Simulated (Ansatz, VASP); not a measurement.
Al3Cu2 in VASP and in Ansatz

```xyz
5
Lattice="3.9704 0.0000 0.0000 -1.9852 3.4385 0.0000 0.0000 0.0000 5.3089" Properties=species:S:1:pos:R:3 pbc="T T T"
Al    0.0000    0.0000    0.0000
Al    0.0000    2.2923    1.8661
Al    1.9852    1.1462    3.4428
Cu    0.0000    2.2923    4.4717
Cu    1.9852    1.1462    0.8373
```

Alike in both runs: task single point; functional PBEsol; k mesh 18 × 18 × 12; occupations gaussian, width 0.15 eV; no spin polarisation.

```csv
,VASP,Ansatz
version,VASP 6.6.1,Ansatz 0.2.0
potentials or method,"VASP PAW PBE potentials, release 64 (Al, Cu), cutoff 520 eV","scalar-relativistic, plane waves, PAW"
valence electrons in the cell,31,47
```

Ansatz gave:

```
gap on the k mesh at the Fermi level (eV)                     : none
pressure (GPa)                                                : 1.4
traceless stress, the component that is largest in VASP (GPa) : -9.48
rms of the force components (eV/Å)                            : 0.086
```

Task: What did VASP give for the same quantities?

Result: gap on the k mesh at the Fermi level (eV): none; pressure (GPa): 2.3; traceless stress, the component that is largest in VASP (GPa): -9.45; rms of the force components (eV/Å): 0.085.

VASP's potentials were made for PBE, not for PBEsol. Atom by atom the forces differ by 0.003 eV/Å (rms over components). A gap of «none» marks a metal or a gap that the smearing closes. VASP's potentials hold 31 valence electrons a cell and Ansatz's 47, so a difference there can come from the potentials and not from the codes.
